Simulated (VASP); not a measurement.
# Al (Im-3m) in VASP: notebook

The runs below take Al through single point, with PBE, HSE06.

Program: VASP 6.6.1. These are calculated values, not measurements. Logs are shortened: lines on timing, memory, paths and dates and some standing lists are left out, and cuts for length are marked.

### 1 The cell of the first run

It takes space group Im-3m (No. 229, cubic). The conventional cell has a = 3.229 Å, b = 3.229 Å, c = 3.229 Å, α = 90.00°, β = 90.00°, γ = 90.00°. Al (site symmetry m-3m) has 14 Al at 2.80 to 3.23 Å within 3.7 Å.

This isn't the form of Al at room conditions, which is fcc.

### 2 Single point, PBE (16.84 Å³/atom)

The input, INCAR:

```
PREC = Accurate
ENCUT = 500
EDIFF = 1E-6
ISMEAR = 0
SIGMA = 0.05
LREAL = F
LASPH = T
NELM = 120
ALGO = Normal
ISIF = 2
LWAVE = F
LCHARG = T
GGA = PE
LELF = T
LVHAR = T
NBANDS = 8
GGA_COMPAT = F
```

The input, KPOINTS:

```
Automatic mesh
0
Gamma
  8 8 8
```

The input, POSCAR:

```
Al
1.0
   -1.6146102578      1.6146102578      1.6146102578
    1.6146102578     -1.6146102578      1.6146102578
    1.6146102578      1.6146102578     -1.6146102578
Al
1
Direct
    0.0000000000      0.0000000000      0.0000000000
```

Potentials or basis: VASP PAW PBE potentials, release 64 (Al).

The run is started by

```console
> cat potpaw_PBE.64/Al/POTCAR > POTCAR
> mpirun -np 1 vasp_std > vasp.out
```

OUTCAR:

```text
PREC = Accurate
   ENCUT = 500
   EDIFF = 1E-6
   ISMEAR = 0
   LREAL = F
   LASPH = T
   NELM = 120
   ISIF = 2
   GGA = PE

 ion  position               nearest neighbor table
   1  0.000  0.000  0.000-

  LATTYP: Found a body centered cubic cell.
 ALAT       =     3.2292205156

  Lattice vectors:

 A1 = (  -1.6146102578,   1.6146102578,   1.6146102578)
 A2 = (   1.6146102578,  -1.6146102578,   1.6146102578)
 A3 = (   1.6146102578,   1.6146102578,  -1.6146102578)

Analysis of symmetry for initial positions (statically):
=====================================================================
 Subroutine PRICEL returns:
 Original cell was already a primitive cell.

 Routine SETGRP: Setting up the symmetry group for a
 body centered cubic supercell.

 Subroutine GETGRP returns: Found 48 space group operations
 (whereof 48 operations were pure point group operations)
 out of a pool of 48 trial point group operations.

The static configuration has the point symmetry O_h .

Analysis of symmetry for dynamics (positions and initial velocities):
=====================================================================
 Subroutine PRICEL returns:
 Original cell was already a primitive cell.

 Routine SETGRP: Setting up the symmetry group for a
 body centered cubic supercell.

 Subroutine GETGRP returns: Found 48 space group operations
 (whereof 48 operations were pure point group operations)
 out of a pool of 48 trial point group operations.

The dynamic configuration has the point symmetry O_h .

 Subroutine INISYM returns: Found 48 space group operations
 (whereof 48 operations are pure point group operations),
 and found     1 'primitive' translations

----------------------------------------------------------------------------------------

                                     Primitive cell

  volume of cell :      16.8369

  direct lattice vectors                    reciprocal lattice vectors
    -1.614610258  1.614610258  1.614610258     0.000000000  0.309672255  0.309672255
     1.614610258 -1.614610258  1.614610258     0.309672255  0.000000000  0.309672255
     1.614610258  1.614610258 -1.614610258     0.309672255  0.309672255  0.000000000

  length of vectors
     2.796587001  2.796587001  2.796587001     0.437942703  0.437942703  0.437942703

  position of ions in fractional coordinates (direct lattice)
     0.000000000  0.000000000  0.000000000

  ion indices of the primitive-cell ions
   primitive index   ion index
                 1           1

----------------------------------------------------------------------------------------

 KPOINTS: Automatic mesh

Automatic generation of k-mesh.
 Grid dimensions read from file:
 generate k-points for:    8    8    8

 Generating k-lattice:

  Cartesian coordinates                     Fractional coordinates (reciprocal lattice)
     0.000000000  0.038709032  0.038709032     0.125000000  0.000000000  0.000000000
     0.038709032  0.000000000  0.038709032     0.000000000  0.125000000  0.000000000
     0.038709032  0.038709032  0.000000000     0.000000000  0.000000000  0.125000000

  Length of vectors
     0.054742838  0.054742838  0.054742838

  Shift w.r.t. Gamma in fractional coordinates (k-lattice)
     0.000000000  0.000000000  0.000000000

 Subroutine IBZKPT returns following result:
 ===========================================

 Found     29 irreducible k-points:

 Following reciprocal coordinates:
            Coordinates               Weight
  0.000000  0.000000  0.000000      1.000000
  0.125000  0.000000  0.000000     12.000000
  0.250000  0.000000  0.000000     12.000000
  0.375000  0.000000  0.000000     12.000000
  0.500000  0.000000  0.000000      6.000000
  0.125000  0.125000  0.000000     24.000000
[... 16 lines left out ...]
 -0.250000  0.250000  0.250000      6.000000
 -0.375000  0.375000  0.250000     24.000000
 [... further k-points ...]
   k-points           NKPTS =     29   k-points in BZ     NKDIM =     29   number of bands    NBANDS=      8
   number of dos      NEDOS =    301   number of ions     NIONS =      1
   total plane-waves  NPLWV =   8000
   dimension x,y,z NGX =    20 NGY =   20 NGZ =   20
   dimension x,y,z NGXF=    40 NGYF=   40 NGZF=   40
   ions per type =               1
   NGX,Y,Z   is equivalent  to a cutoff of  11.89, 11.89, 11.89 a.u.
   NGXF,Y,Z  is equivalent  to a cutoff of  23.78, 23.78, 23.78 a.u.
 SYSTEM =  unknown system
   PREC   = accura    normal or accurate (medium, high low for compatibility)
   ISTART =      0    job   : 0-new  1-cont  2-samecut
   ICHARG =      2    charge: 1-file 2-atom 10-const
   ISPIN  =      1    spin polarized calculation?
   LNONCOLLINEAR =      F non collinear calculations
   LSORBIT =      F    spin-orbit coupling
   LASPH  =      T    aspherical Exc in radial PAW
   ENCUT  =  500.0 eV  36.75 Ry    6.06 a.u.   5.10  5.10  5.10*2*pi/ulx,y,z
   NELM   =    120;   NELMIN=  2; NELMDL= -5     # of ELM steps
   EDIFF  = 0.1E-05   stopping-criterion for ELM
   LREAL  =      F    real-space projection
   EDIFFG = 0.1E-04   stopping-criterion for IOM
   NSW    =      0    number of steps for IOM
   IBRION =     -1    ionic relax: 0-MD 1-quasi-New 2-CG
   NFREE  =      0    steps in history (QN), initial steepest desc. (CG)
   ISIF   =      2    stress and relaxation
   ISYM   =      2    0-nonsym 1-usesym 2-fastsym
   POTIM  = 0.5000    time-step for ionic-motion
   TEBEG  =    0.0;   TEEND  =   0.0 temperature during run
   PSTRESS=    0.0 pullay stress
   NELECT =       3.0000    total number of electrons
   NUPDOWN=      -1.0000    fix difference up-down
   EMIN   =  10.00;   EMAX   =-10.00  energy-range for DOS
   EFERMI =   0.00;   METHOD = LEGACY
   ISMEAR =     0;   SIGMA  =   0.05  broadening in eV -4-tet -1-fermi 0-gaus
   EFERMI_NEDOS =   21; number of points for ismear=-14 and -15
   IALGO  =     38    algorithm
   IMIX   =      4    mixing-type and parameters
     AMIX     =   0.40;   BMIX     =  1.00
     AMIX_MAG =   1.60;   BMIX_MAG =  1.00
  volume/ion in A,a.u.               =      16.84       113.62
  Fermi-wavevector in a.u.,A,eV,Ry     =   0.921215  1.740843 11.546402  0.848637
  Thomas-Fermi vector in A             =   2.046606
   LORBIT       =      0    0 simple, 1 ext, 2 COOP (PROOUT), +10 PAW based schemes
   GGA     = PE    functional components
   LHFCALC =     F    Hartree Fock is set to
   AEXX    =    0.0000 exact exchange contribution
   IVDW    =     0    specifies the selected vdW correction
   LEPSILON=     F    determine dielectric tensor
   LRPA    =     F    only Hartree local field effects (RPA)
 non-spin polarized calculation
 Gauss-broadening in eV      SIGMA  =   0.05
  energy-cutoff  :      500.00
  volume of cell :       16.84
 maximum number of plane-waves:       438
   NGX = 11   NGY = 11   NGZ = 11

 number of electron       3.0000000 magnetization

 Free energy of the ion-electron system (eV)
  ---------------------------------------------------
  ext. energy  EPLUGINS =         0.00000000
  ---------------------------------------------------
  free energy    TOTEN  =        -3.61249084 eV

  energy without entropy =       -3.61148108  energy(sigma->0) =       -3.61198596

 E-fermi :   7.9123     XC(G=0): -10.1274

 val. band max:        7.8455476785   @ k =   0.2500   0.2500   0.1250
 cond. band min:       7.9483306957   @ k =  -0.3750   0.3750   0.1250
 fundamental gap:      0.1027830171
 Fermi energy:         7.9123499492

 k-point     1 :       0.0000    0.0000    0.0000
  band No.  band energies     occupation
      1      -3.1990      2.00000
      2      20.9393      0.00000
      3      20.9393      0.00000
      4      20.9393      0.00000
      5      22.2029      0.00000
      6      22.2029      0.00000
      7      22.2029      0.00000
      8      23.9561      0.00000

 k-point     2 :       0.1250    0.0000    0.0000
  band No.  band energies     occupation
      1      -2.7557      2.00000
      2      17.0763      0.00000
      3      18.9717      0.00000
      4      19.5432      0.00000
      5      20.8775      0.00000
      6      22.0146      0.00000
      7      23.6166      0.00000
      8      24.1422      0.00000

 k-point     3 :       0.2500    0.0000    0.0000
  band No.  band energies     occupation
      1      -1.4339      2.00000
      2      12.0404      0.00000
      3      17.2123      0.00000
      4      17.6648      0.00000
      5      19.1321      0.00000
      6      20.4719      0.00000
      7      25.1427      0.00000
      8      25.2953      0.00000

 k-point     4 :       0.3750    0.0000    0.0000
  band No.  band energies     occupation
      1       0.7430      2.00000
      2       7.5420      2.00000
      3      16.1554      0.00000
      4      16.4352      0.00000
      5      18.0097      0.00000
      6      19.4208      0.00000
      7      26.8009      0.00000
      8      27.5282      0.00000

 k-point     5 :       0.5000    0.0000    0.0000
  band No.  band energies     occupation
      1       3.5493      2.00000
      2       3.9553      2.00000
      3      15.8040      0.00000
      4      16.0165      0.00000
      5      17.6300      0.00000
      6      19.0468      0.00000
      7      28.2664      0.00000
      8      29.4862      0.00000
[... 177 lines left out ...]
 k-point    22 :       0.2500    0.2500    0.2500
  band No.  band energies     occupation
      1       6.8511      2.00000
      2       6.8511      2.00000
      3       6.8511      2.00000
      4       8.0765      0.00000
      5      29.4239      0.00000
      6      29.4239      0.00000
      7      30.4607      0.00000
      8      30.4607      0.00000

 k-point    23 :      -0.2500    0.2500    0.2500
  band No.  band energies     occupation
      1       0.3107      2.00000
      2      12.7479      0.00000
      3      12.7479      0.00000
      4      14.3614      0.00000
      5      15.6390      0.00000
      6      24.3914      0.00000
      7      25.5468      0.00000
      8      26.4833      0.00000

 k-point    24 :      -0.3750    0.3750    0.2500
  band No.  band energies     occupation
      1       2.4610      2.00000
      2       9.1305      0.00000
      3      11.5781      0.00000
      4      13.6628      0.00000
      5      16.1906      0.00000
      6      22.0807      0.00000
      7      24.1434      0.00000
      8      27.0641      0.00000

 [... further k-points ...]

------------------------ aborting loop because EDIFF is reached ----------------------------------------

  FORCE on cell =-STRESS in cart. coord.  units (eV):
  Direction    XX          YY          ZZ          XY          YZ          ZX
  --------------------------------------------------------------------------------------
  -------------------------------------------------------------------------------------
  Total        0.1089045      0.1089045      0.1089045      0.0000000      0.0000000      0.0000000
  in kB       10.3631825     10.3631825     10.3631825      0.0000000      0.0000000      0.0000000
  external PRESSURE =      10.3631825 kB  Pullay stress =       0.0000000 kB

 VOLUME and BASIS-vectors are now :
 -----------------------------------------------------------------------------
  energy-cutoff  :      500.00
  volume of cell :       16.84
      direct lattice vectors                 reciprocal lattice vectors
    -1.614610258  1.614610258  1.614610258     0.000000000  0.309672255  0.309672255
     1.614610258 -1.614610258  1.614610258     0.309672255  0.000000000  0.309672255
     1.614610258  1.614610258 -1.614610258     0.309672255  0.309672255  0.000000000

 POSITION                                       TOTAL-FORCE (eV/Angst)
 -----------------------------------------------------------------------------------
      0.00000      0.00000      0.00000         0.000000     -0.000000     -0.000000
 -----------------------------------------------------------------------------------
    total drift:                                0.000000      0.000000      0.000000

  FREE ENERGIE OF THE ION-ELECTRON SYSTEM (eV)
  ---------------------------------------------------
  free  energy   TOTEN  =        -3.6124908373 eV

  energy  without entropy=       -3.6114810758  energy(sigma->0) =       -3.61198596
```

Run time: 5.7 s. Hardware: 1 thread of Intel Xeon 8259CL, shared host; peak memory 0.12 GiB.

What came out:

```
Free energy            : -3.6125 eV
Pressure               : 1.0 GPa
Band gap on the k mesh : zero (an odd number of electrons rules out a gap without spin polarisation)
```

Levels at points of the mesh, in eV from the Fermi level:
| k point | band 1 | band 2 | band 3 | band 4 | band 5 | band 6 |
| --- | --- | --- | --- | --- | --- | --- |
| (0.00, 0.00, 0.00) | -11.11 | 13.03 | 13.03 | 13.03 | 14.29 | 14.29 |
| (0.50, 0.00, 0.00) | -4.36 | -3.96 | 7.89 | 8.10 | 9.72 | 11.13 |
| (0.50, 0.50, 0.50) | 1.71 | 1.71 | 1.71 | 2.90 | 2.90 | 5.23 |

### 3 Single point, HSE06 (16.83 Å³/atom)

The input, POSCAR:

```
Al
1.0
   -1.6145331612      1.6145331612      1.6145331612
    1.6145331612     -1.6145331612      1.6145331612
    1.6145331612      1.6145331612     -1.6145331612
Al
1
Direct
    0.0000000000      0.0000000000      0.0000000000
```

The input, INCAR.step1:

```
PREC = Accurate
ENCUT = 400
EDIFF = 1E-5
ISMEAR = 0
SIGMA = 0.05
LREAL = F
LASPH = T
NELM = 120
ALGO = Normal
ISIF = 2
LWAVE = T
GGA = PE
NBANDS = 8
GGA_COMPAT = F
```

The input, INCAR.step2:

```
PREC = Accurate
ENCUT = 400
EDIFF = 1E-6
ISMEAR = 0
SIGMA = 0.05
LREAL = F
LASPH = T
NELM = 120
ALGO = Normal
ISIF = 2
LWAVE = F
LCHARG = T
GGA = PE
LHFCALC = T
HFSCREEN = 0.2079
PRECFOCK = Normal
LELF = T
LVHAR = T
ISTART = 1
NBANDS = 8
GGA_COMPAT = F
```

The input, KPOINTS:

```
Automatic mesh
0
Gamma
  10 10 10
```

Potentials or basis: VASP PAW PBE potentials, release 64 (Al).

The run is started by

```console
> cat potpaw_PBE.64/Al/POTCAR > POTCAR
> cp INCAR.step1 INCAR
> mpirun -np 1 vasp_std > vasp.out
> cp INCAR.step2 INCAR
> mpirun -np 1 vasp_std > vasp.out
```

It took 10 min on 1 thread of Intel Xeon 8259CL, shared host; peak memory 0.23 GiB.

The run converged. Its results:

| Property | Result |
| --- | --- |
| Free energy | -4.0084 eV |
| Pressure | 0.1 GPa |
| Band gap on the k mesh | zero (an odd number of electrons rules out a gap without spin polarisation) |

Levels at points of the mesh, in eV from the Fermi level:
```
           k point  band 1  band 2  band 3  band 4  band 5  band 6
(0.00, 0.00, 0.00)  -12.55   14.28   14.28   14.28   15.56   15.56
(0.50, 0.00, 0.00)   -4.88   -4.38    8.85    9.06   10.68   12.21
(0.50, 0.50, 0.50)    3.47    3.47    3.47    4.62    4.62    7.00
```

Caveat: the PAW data sets were made with another functional, which shifts forces and pressure a little.

### 4 Single point, HSE06 (16.97 Å³/atom)

This run uses another cell than the first one, of 16.97 Å³/atom.

The input, POSCAR:

```
Al
1.0
   -1.6189821794      1.6189821794      1.6189821794
    1.6189821794     -1.6189821794      1.6189821794
    1.6189821794      1.6189821794     -1.6189821794
Al
1
Direct
    0.0000000000      0.0000000000      0.0000000000
```

The input, INCAR.step1:

```
ALGO     = Normal         # electronic algorithm
EDIFF    = 1E-5           # SCF threshold, eV
ENCUT    = 400            # plane-wave cutoff, eV
GGA      = PE             # functional
GGA_COMPAT= F            
ISIF     = 2              # what is computed and relaxed
ISMEAR   = 0              # smearing method
LASPH    = T              # aspherical terms in the spheres
LCHARG   = F              # write CHGCAR
LREAL    = F              # projectors in reciprocal space
LWAVE    = T              # write WAVECAR
NBANDS   = 8              # bands
NELM     = 120            # most SCF steps
PREC     = Accurate       # precision mode
SIGMA    = 0.05           # smearing width, eV
```

The input, INCAR.step2:

```
ALGO     = Normal         # electronic algorithm
EDIFF    = 1E-6           # SCF threshold, eV
ENCUT    = 400            # plane-wave cutoff, eV
GGA      = PE             # functional
GGA_COMPAT= F            
HFSCREEN = 0.2079         # screening, 1/A
ISIF     = 2              # what is computed and relaxed
ISMEAR   = 0              # smearing method
ISTART   = 1            
LASPH    = T              # aspherical terms in the spheres
LCHARG   = F              # write CHGCAR
LHFCALC  = T              # exact exchange
LREAL    = F              # projectors in reciprocal space
LWAVE    = F              # write WAVECAR
NBANDS   = 8              # bands
NELM     = 120            # most SCF steps
PREC     = Accurate       # precision mode
PRECFOCK = Normal       
SIGMA    = 0.05           # smearing width, eV
```

The input, KPOINTS:

```
k-points
0
Gamma
  10 10 10
```

The run is started by

```console
> cat potpaw_PBE.64/Al/POTCAR > POTCAR
> cp INCAR.step1 INCAR
> mpirun -np 1 vasp_std > vasp.out
> cp INCAR.step2 INCAR
> mpirun -np 1 vasp_std > vasp.out
```

Run time: 9.7 min. Hardware: 1 thread of Intel Xeon 8259CL, shared host; peak memory 0.23 GiB.

Results (log left out):

```yaml
Free_energy: -4.0083 eV
Pressure: -0.5 GPa
Band_gap_on_the_k_mesh: zero (an odd number of electrons rules out a gap without spin polarisation)
```

Levels at points of the mesh, in eV from the Fermi level:
```tsv
k point	band 1	band 2	band 3	band 4	band 5	band 6
(0.00, 0.00, 0.00)	-12.49	14.22	14.22	14.22	15.43	15.43
(0.50, 0.00, 0.00)	-4.84	-4.37	8.78	9.04	10.61	12.13
(0.50, 0.50, 0.50)	3.45	3.45	3.45	4.63	4.63	6.90
```

Caveat: the PAW data sets were made with another functional, which shifts forces and pressure a little.

### 5 Summary

| level | cell | k mesh | cutoff (eV) | grid for exact exchange (PRECFOCK) | share of exact exchange | screening parameter | gap on the mesh (eV) | pressure (GPa) |
| --- | --- | --- | --- | --- | --- | --- | --- | --- |
| PBE | a = 2.797 Å, angles 109.5°, 1 atom | 8 × 8 × 8 | 500 | - | - | - | none | 1.0 |
| HSE06 | a = 2.796 Å, angles 109.5°, 1 atom | 10 × 10 × 10 | 400 | Normal | 0.25 | 0.2079 1/Å | none | 0.1 |
| HSE06 | a = 2.804 Å, angles 109.5°, 1 atom | 10 × 10 × 10 | 400 | Normal | 0.25 | 0.2079 1/Å | none | -0.5 |

Alike in all rows: task single point; potentials or basis VASP PAW PBE potentials, release 64 (Al); no spin polarisation; smearing gaussian 0.05 eV.

Caveats: the PAW data sets were made with another functional, which shifts forces and pressure a little (at least some runs).

Absolute energies hang on the potentials; compare differences alone.
